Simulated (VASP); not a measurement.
Set up this calculation in VASP 6.6.1, as the native input.

```
Task                   : single point
Functional             : PBE
Potentials or basis    : VASP PAW PBE potentials, release 64 (Cd)
Cutoff                 : 520 eV
k mesh                 : 14 × 14 × 7
Occupations            : fermi-dirac, width 0.05 eV
Spin                   : no spin polarisation
Dipole correction      : no
Further INCAR settings : ALGO = Normal; EDIFF = 1e-07; NBANDS = 19
```

The structure of Cd lies in POSCAR:

```
Cd
1.0
    2.9386125390      0.0000000000      0.0000000000
   -1.4693062694      2.5449131106      0.0000000000
    0.0000000000      0.0000000000      5.5417265038
Cd
2
Direct
    0.3333333333      0.6666666667      0.2500000000
    0.6666666667      0.3333333333      0.7500000000
```

The input as run:

INCAR

```
SYSTEM = Cd
  ALGO = Normal
  EDIFF = 1E-7
  ENCUT = 520
  GGA = PE
  ISIF = 2
  ISMEAR = -1
  LASPH = .True.
  LCHARG = .True.
  LELF = .True.
  LREAL = .False.
  LVHAR = .True.
  LWAVE = .False.
  NBANDS = 19
  NELM = 80
  PREC = Accurate
  SIGMA = 0.05
```

KPOINTS

```
k-points
0
Gamma
  14 14 7
  0 0 0
```

Potentials or basis: VASP PAW PBE potentials, release 64 (Cd).

Run with:

```bash
$ cat potpaw_PBE.64/Cd/POTCAR > POTCAR
$ mpirun -np 1 vasp_std > vasp.out
```

Results of the run:

```json
{
 "Pressure": "6.3 GPa",
 "Band gap on the k mesh": "zero (bands 12 and 13 overlap by 4.36 eV)"
}
```

Caveat: the cell stands under pressure.

It took 99 s on 1 thread of Intel Xeon 8259CL, on a shared host, peak memory 0.2 GiB.
